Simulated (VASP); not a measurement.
# Nd2Y2Cl (P-3m1) in VASP: a series of runs

The runs below take Nd2Y2Cl through relaxation of shape and atoms at fixed volume, with PBE.

All numbers are computed with VASP 6.6.1; they aren't measurements. Logs are shortened: lines on timing, memory, paths and dates and some standing lists are left out, and cuts for length are marked.

**1. The cell of the first run**

Symmetry: P-3m1, No. 164, trigonal system. The conventional cell has a = 3.631 Å, b = 3.631 Å, c = 12.815 Å, α = 90.00°, β = 90.00°, γ = 120.00°. Nd (site symmetry 3m) has 3 Cl at 3.05 Å and 3 Y at 3.50 Å and 6 Nd at 3.63 Å within 4.0 Å. Y (site symmetry 3m) has 9 Y at 3.49 to 3.63 Å and 3 Nd at 3.50 Å within 4.6 Å. Within 4.0 Å of Cl (site symmetry -3m) lie 6 Nd at 3.05 Å and 6 Cl at 3.63 Å.

**2. Relaxation of shape and atoms at fixed volume, PBE (29.26 Å³/atom)**

The input, INCAR:

```
  PREC = Accurate
  ENCUT = 500
  EDIFF = 1E-7
  ISMEAR = 0
  SIGMA = 0.1
  LREAL = False
  LASPH = True
  NELM = 200
  ALGO = Normal
  ISIF = 4
  LWAVE = False
  LCHARG = False
  GGA = PE
  IBRION = 2
  NSW = 50
  EDIFFG = -0.01
  GGA_COMPAT = False
  NELMIN = 4
  LMAXMIX = 6
```

The input, KPOINTS:

```
regular mesh
0
Gamma
  12 12 4
```

The input, POSCAR:

```
Nd2Y2Cl
1.0
    3.6309331764      0.0000000000      0.0000000000
   -1.8154665882      3.1444803702      0.0000000000
    0.0000000000      0.0000000000     12.8151491395
Nd Y Cl
2 2 1
Direct
    0.3333333333      0.6666666667      0.8272901711
    0.6666666667      0.3333333333      0.1727098289
    0.3333333333      0.6666666667      0.3910409849
    0.6666666667      0.3333333333      0.6089590151
    0.0000000000      0.0000000000      0.0000000000
```

Potentials or basis: VASP PAW PBE potentials, release 64 (Nd_3, Y_sv, Cl), 4f in core.

On the command line:

```console
> cat potpaw_PBE.64/Nd_3/POTCAR potpaw_PBE.64/Y_sv/POTCAR potpaw_PBE.64/Cl/POTCAR > POTCAR
> mpirun -np 1 vasp_std > vasp.out
```

OUTCAR:

```text
PREC = Accurate
   ENCUT = 500
   EDIFF = 1E-7
   ISMEAR = 0
   LREAL = False
   LASPH = True
   NELM = 200
   ISIF = 4
   GGA = PE
   IBRION = 2
   NSW = 50
   EDIFFG = -0.01
   NELMIN = 4

 ion  position               nearest neighbor table
   1  0.333  0.667  0.827-   5 3.05   5 3.05   5 3.05   4 3.50   4 3.50   4 3.50
   2  0.667  0.333  0.173-   5 3.05   5 3.05   5 3.05   3 3.50   3 3.50   3 3.50
   3  0.333  0.667  0.391-   4 3.49   4 3.49   4 3.49   2 3.50   2 3.50   2 3.50
   4  0.667  0.333  0.609-   3 3.49   3 3.49   3 3.49   1 3.50   1 3.50   1 3.50
   5  0.000  0.000  0.000-   1 3.05   2 3.05   1 3.05   2 3.05   2 3.05   1 3.05

  LATTYP: Found a hexagonal cell.
 ALAT       =     3.6309331764
 C/A-ratio  =     3.5294367913

  Lattice vectors:

 A1 = (   3.6309331764,   0.0000000000,   0.0000000000)
 A2 = (  -1.8154665882,   3.1444803702,   0.0000000000)
 A3 = (   0.0000000000,   0.0000000000,  12.8151491395)

Analysis of symmetry for initial positions (statically):
=====================================================================
 Subroutine PRICEL returns:
 Original cell was already a primitive cell.

 Routine SETGRP: Setting up the symmetry group for a
 hexagonal supercell.

 Subroutine GETGRP returns: Found 12 space group operations
 (whereof 12 operations were pure point group operations)
 out of a pool of 24 trial point group operations.

The static configuration has the point symmetry D_3d.

Analysis of symmetry for dynamics (positions and initial velocities):
=====================================================================
 Subroutine PRICEL returns:
 Original cell was already a primitive cell.

 Routine SETGRP: Setting up the symmetry group for a
 hexagonal supercell.

 Subroutine GETGRP returns: Found 12 space group operations
 (whereof 12 operations were pure point group operations)
 out of a pool of 24 trial point group operations.

The dynamic configuration has the point symmetry D_3d.

 Subroutine INISYM returns: Found 12 space group operations
 (whereof 12 operations are pure point group operations),
 and found     1 'primitive' translations

----------------------------------------------------------------------------------------

                                     Primitive cell

  volume of cell :     146.3157

  direct lattice vectors                    reciprocal lattice vectors
     3.630933176  0.000000000  0.000000000     0.275411293  0.159008784  0.000000000
    -1.815466588  3.144480370  0.000000000     0.000000000  0.318017568  0.000000000
     0.000000000  0.000000000 12.815149140     0.000000000  0.000000000  0.078032646

  length of vectors
     3.630933176  3.630933176 12.815149140     0.318017568  0.318017568  0.078032646

  position of ions in fractional coordinates (direct lattice)
     0.333333333  0.666666667  0.827290171
     0.666666667  0.333333333  0.172709829
     0.333333333  0.666666667  0.391040985
     0.666666667  0.333333333  0.608959015
     0.000000000  0.000000000  0.000000000

  ion indices of the primitive-cell ions
   primitive index   ion index
                 1           1
                 2           2
                 3           3
                 4           4
                 5           5

----------------------------------------------------------------------------------------

 KPOINTS: regular mesh

Automatic generation of k-mesh.
 Grid dimensions read from file:
 generate k-points for:   12   12    4

 Generating k-lattice:

  Cartesian coordinates                     Fractional coordinates (reciprocal lattice)
     0.022950941  0.013250732  0.000000000     0.083333333  0.000000000  0.000000000
     0.000000000  0.026501464  0.000000000     0.000000000  0.083333333  0.000000000
     0.000000000  0.000000000  0.019508162     0.000000000  0.000000000  0.250000000

  Length of vectors
     0.026501464  0.026501464  0.019508162

  Shift w.r.t. Gamma in fractional coordinates (k-lattice)
     0.000000000  0.000000000  0.000000000

 Subroutine IBZKPT returns following result:
 ===========================================

 Found     69 irreducible k-points:

 Following reciprocal coordinates:
            Coordinates               Weight
  0.000000  0.000000  0.000000      1.000000
  0.083333  0.000000  0.000000      6.000000
  0.166667  0.000000  0.000000      6.000000
  0.250000  0.000000  0.000000      6.000000
  0.333333  0.000000  0.000000      6.000000
  0.416667  0.000000  0.000000      6.000000
[... 16 lines left out ...]
  0.166667  0.000000  0.250000      6.000000
  0.000000  0.166667  0.250000      6.000000
 [... further k-points ...]
   k-points           NKPTS =     69   k-points in BZ     NKDIM =     69   number of bands    NBANDS=     30
   number of dos      NEDOS =    301   number of ions     NIONS =      5
   total plane-waves  NPLWV =  75264
   dimension x,y,z NGX =    28 NGY =   28 NGZ =   96
   dimension x,y,z NGXF=    56 NGYF=   56 NGZF=  192
   ions per type =               2   2   1
   NGX,Y,Z   is equivalent  to a cutoff of  12.82, 12.82, 12.45 a.u.
   NGXF,Y,Z  is equivalent  to a cutoff of  25.64, 25.64, 24.91 a.u.
 SYSTEM =  unknown system
   PREC   = accura    normal or accurate (medium, high low for compatibility)
   ISTART =      0    job   : 0-new  1-cont  2-samecut
   ICHARG =      2    charge: 1-file 2-atom 10-const
   ISPIN  =      1    spin polarized calculation?
   LNONCOLLINEAR =      F non collinear calculations
   LSORBIT =      F    spin-orbit coupling
   LASPH  =      T    aspherical Exc in radial PAW
   ENCUT  =  500.0 eV  36.75 Ry    6.06 a.u.   6.62  6.62 23.36*2*pi/ulx,y,z
   NELM   =    200;   NELMIN=  4; NELMDL= -5     # of ELM steps
   EDIFF  = 0.1E-06   stopping-criterion for ELM
   LREAL  =      F    real-space projection
   EDIFFG = -.1E-01   stopping-criterion for IOM
   NSW    =     50    number of steps for IOM
   IBRION =      2    ionic relax: 0-MD 1-quasi-New 2-CG
   NFREE  =      1    steps in history (QN), initial steepest desc. (CG)
   ISIF   =      4    stress and relaxation
   ISYM   =      2    0-nonsym 1-usesym 2-fastsym
   POTIM  = 0.5000    time-step for ionic-motion
   TEBEG  =    0.0;   TEEND  =   0.0 temperature during run
   PSTRESS=    0.0 pullay stress
   NELECT =      51.0000    total number of electrons
   NUPDOWN=      -1.0000    fix difference up-down
   EMIN   =  10.00;   EMAX   =-10.00  energy-range for DOS
   EFERMI =   0.00;   METHOD = LEGACY
   ISMEAR =     0;   SIGMA  =   0.10  broadening in eV -4-tet -1-fermi 0-gaus
   EFERMI_NEDOS =   21; number of points for ismear=-14 and -15
   IALGO  =     38    algorithm
   IMIX   =      4    mixing-type and parameters
     AMIX     =   0.40;   BMIX     =  1.00
     AMIX_MAG =   1.60;   BMIX_MAG =  1.00
  volume/ion in A,a.u.               =      29.26       197.48
  Fermi-wavevector in a.u.,A,eV,Ry     =   1.152129  2.177209 18.060405  1.327402
  Thomas-Fermi vector in A             =   2.288783
   LORBIT       =      0    0 simple, 1 ext, 2 COOP (PROOUT), +10 PAW based schemes
   GGA     = PE    functional components
   LHFCALC =     F    Hartree Fock is set to
   AEXX    =    0.0000 exact exchange contribution
   IVDW    =     0    specifies the selected vdW correction
   LEPSILON=     F    determine dielectric tensor
   LRPA    =     F    only Hartree local field effects (RPA)
 conjugate gradient relaxation of ions
 non-spin polarized calculation
 Gauss-broadening in eV      SIGMA  =   0.10
  energy-cutoff  :      500.00
  volume of cell :      146.32
 maximum number of plane-waves:      3766
 NGX is ok and might be reduce to    28
   NGX = 13   NGY = 13   NGZ = 47

--------------------------------------- Ionic step        1  -------------------------------------------

 number of electron      51.0000003 magnetization

 Free energy of the ion-electron system (eV)
  ---------------------------------------------------
  ext. energy  EPLUGINS =         0.00000000
  ---------------------------------------------------
  free energy    TOTEN  =       -26.76144421 eV

  energy without entropy =      -26.71100389  energy(sigma->0) =      -26.73622405

------------------------ aborting loop because EDIFF is reached ----------------------------------------

  FORCE on cell =-STRESS in cart. coord.  units (eV):
  Direction    XX          YY          ZZ          XY          YZ          ZX
  --------------------------------------------------------------------------------------
  -------------------------------------------------------------------------------------
  Total        2.4605009      2.4605009      2.6502456      0.0000000      0.0000000      0.0000000
  in kB       26.9428356     26.9428356     29.0205670      0.0000000      0.0000000      0.0000000
  external PRESSURE =      27.6354127 kB  Pullay stress =       0.0000000 kB
[... 141 lines left out ...]
  energy  without entropy=      -26.7118943644  energy(sigma->0) =      -26.73699198

--------------------------------------- Ionic step        5  -------------------------------------------

 number of electron      51.0000003 magnetization

 Free energy of the ion-electron system (eV)
  ---------------------------------------------------
  ext. energy  EPLUGINS =         0.00000000
  ---------------------------------------------------
  free energy    TOTEN  =       -26.76210760 eV

  energy without entropy =      -26.71188872  energy(sigma->0) =      -26.73699816

 E-fermi :   4.1817     XC(G=0):  -9.7930

 val. band max:        4.1779645532   @ k =   0.3333   0.1667   0.2500
 cond. band min:       4.1827543664   @ k =   0.3333   0.3333   0.5000
 fundamental gap:      0.0047898132
 Fermi energy:         4.1816814037

 k-point     1 :       0.0000    0.0000    0.0000
  band No.  band energies     occupation
      1     -38.3589      2.00000
      2     -38.3127      2.00000
      3     -34.0155      2.00000
      4     -34.0132      2.00000
      5     -18.5671      2.00000
      6     -18.2213      2.00000
[... 781 lines left out ...]
     29       5.6241      0.00000
     30       5.7899      0.00000

 [... further k-points ...]

------------------------ aborting loop because EDIFF is reached ----------------------------------------

  FORCE on cell =-STRESS in cart. coord.  units (eV):
  Direction    XX          YY          ZZ          XY          YZ          ZX
  --------------------------------------------------------------------------------------
  -------------------------------------------------------------------------------------
  Total        2.4951910      2.4951910      2.4849314     -0.0000000      0.0000000      0.0000000
  in kB       27.3226974     27.3226974     27.2103530     -0.0000000      0.0000000      0.0000000
  external PRESSURE =      27.2852493 kB  Pullay stress =       0.0000000 kB
[... 20 lines left out ...]
  FREE ENERGIE OF THE ION-ELECTRON SYSTEM (eV)
  ---------------------------------------------------
  free  energy   TOTEN  =       -26.7621075971 eV

  energy  without entropy=      -26.7118887204  energy(sigma->0) =      -26.73699816

 reached required accuracy - stopping structural energy minimisation
```

Run time: 15 min. Hardware: 1 thread of Intel Xeon Platinum 8259CL at 2.50GHz (Skylake/Cascade Lake), shared host; peak memory 0.47 GiB.

What came out:

| Item | Value |
| --- | --- |
| Free energy | -26.7621 eV |
| Energy gained by relaxing | 0.1 meV/atom |
| Ionic steps | 5 |
| Pressure after relaxing | 2.7 GPa |
| Largest force after relaxing | 0.009 eV/Å |
| Band gap on the k mesh | zero (an odd number of electrons rules out a gap without spin polarisation) |

Forces on the atoms (eV/Å):
```
Nd   0.000  0.000 -0.009
Nd   0.000  0.000  0.009
Y    0.000  0.000  0.005
Y    0.000  0.000 -0.005
Cl   0.000  0.000  0.000
```

The path:
```
step  energy change (eV)  largest force (eV/Å)  pressure (GPa)  volume (Å³)
   1              0.0000                0.0534            2.76       146.32
   2             -0.0004                0.0338            2.75       146.32
   3             -0.0006                0.0101            2.73       146.32
   4             -0.0006                0.0106            2.73       146.32
   5             -0.0007                0.0086            2.73       146.32
```

Final structure:
```yaml
crystal:
  lattice:
    - [3.62562, 0.00000, 0.00000]
    - [-1.81281, 3.13988, 0.00000]
    - [0.00000, 0.00000, 12.85275]
  atoms:
    - { symbol: Nd, position: [0.33333, 0.66667, 0.82740] }
    - { symbol: Nd, position: [0.66667, 0.33333, 0.17260] }
    - { symbol: Y, position: [0.33333, 0.66667, 0.39157] }
    - { symbol: Y, position: [0.66667, 0.33333, 0.60843] }
    - { symbol: Cl, position: [0.00000, 0.00000, 0.00000] }
```

Levels at points of the mesh, in eV from the Fermi level:
```csv
k point,band 22,band 23,band 24,band 25,band 26,band 27,band 28,band 29
"(0.00, 0.00, 0.00)",-2.65,-2.25,-1.51,0.51,1.10,1.15,1.15,1.58
"(0.50, 0.00, 0.00)",-1.70,-1.46,-1.01,-0.66,-0.16,-0.03,0.73,1.37
"(0.00, 0.00, 0.50)",-3.01,-2.02,-1.48,0.70,0.86,1.22,1.22,1.48
"(0.50, 0.00, 0.50)",-1.60,-1.41,-1.28,-0.35,-0.22,-0.01,0.69,1.26
```

Caveat: spin-orbit coupling is left out, which moves the levels of the heavy elements; the 4f electrons are frozen in the core, so they carry no moment and show no levels; an odd number of electrons without spin polarisation forces a metal; a magnetic or distorted state may lie lower; the run has no spin polarisation, though such a crystal can be magnetic.

(Continued in part 2 of 2.)
